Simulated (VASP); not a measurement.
Be2CdO3: single point with PBE

Crystal: Be2CdO3.

```
CELL_PARAMETERS angstrom
2.94179 0.00000 0.00000
-1.47089 2.54766 0.00000
0.00000 0.00000 7.76485
ATOMIC_POSITIONS crystal
Be 0.66667 0.33333 0.63393
Be 0.33333 0.66667 0.35472
Cd 0.00000 0.00000 0.00480
O 0.66667 0.33333 0.83662
O 0.33333 0.66667 0.56019
O 0.00000 0.00000 0.28474
```

```yaml
Program: VASP 6.6.1
Task: single point
Functional: PBE
Potentials_or_basis: VASP PAW PBE potentials, release 64 (Be, Cd, O)
Cutoff: 600 eV
k_mesh: 6 × 6 × 2
Occupations: gaussian, width 0.1 eV
Spin: no spin polarisation
Dipole_correction: no
Further_INCAR_settings: ALGO = Normal; EDIFF = 1e-06; NBANDS = 26
```

```
Pressure               : 0.8 GPa
Largest force          : 0.196 eV/Å
Band gap on the k mesh : 0.74 eV
```

Forces on the atoms (eV/Å):
```
Be   0.000  0.000  0.036
Be   0.000  0.000 -0.007
Cd   0.000  0.000  0.074
O    0.000  0.000 -0.196
O    0.000  0.000 -0.014
O    0.000  0.000  0.107
```

Stress tensor (GPa, compression positive):
```
0.70 0.00 0.00
0.00 0.70 0.00
0.00 0.00 1.14
```

Levels at points of the mesh, in eV from the valence-band top:
| k point | band 15 | band 16 | band 17 | band 18 | band 19 | band 20 |
| --- | --- | --- | --- | --- | --- | --- |
| (0.00, 0.00, 0.00) | -1.58 | 0.00 | 0.00 | 0.74 | 5.84 | 6.63 |
| (0.50, 0.00, 0.00) | -2.31 | -2.29 | -0.54 | 3.71 | 5.35 | 7.32 |
| (0.00, 0.00, 0.50) | -1.54 | -0.02 | -0.02 | 1.32 | 5.16 | 7.51 |
| (0.50, 0.00, 0.50) | -2.43 | -2.00 | -0.47 | 4.04 | 5.24 | 6.69 |

Run time: 52 s on 1 thread of Intel Xeon 8259CL, on a shared host, peak memory 0.19 GiB.
